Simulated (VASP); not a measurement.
A run of VASP 6.6.1:

File INCAR:

```
ALGO = Fast
EDIFF = 1E-7
ENCUT = 520
GGA = PS
ISIF = 2
ISMEAR = 0
LASPH = True
LCHARG = False
LREAL = False
LWAVE = False
NBANDS = 18
NELM = 80
PREC = Accurate
SIGMA = 0.15
```

The input KPOINTS:

```
k-points
0
Gamma
  18 18 10
```

The input POSCAR:

```
CdAu
1.0
    3.0793000000      0.0000000000      0.0000000000
   -1.5396500000      2.6667520259      0.0000000000
    0.0000000000      0.0000000000      4.3561000000
Cd Au
1 1
Direct
    0.0000000000      0.0000000000      0.0000000000
    0.3333333333      0.6666666667      0.5000000000
```

Potentials or basis: VASP PAW PBE potentials, release 64 (Cd, Au).

Launch:

```sh
$ cat potpaw_PBE.64/Cd/POTCAR potpaw_PBE.64/Au/POTCAR > POTCAR
$ mpirun -np 1 vasp_std > vasp.out
```

Hardware: 1 thread of Intel(R) Xeon(R) 6975P-C (Granite Rapids), with other jobs on the host.

Problem. How long does it take, and how much memory?

Solution. Wall time 42 s on 1 thread of Intel(R) Xeon(R) 6975P-C (Granite Rapids), with other jobs on the host, peak memory 0.26 GiB. Counts: scf iterations 13, k points 222.
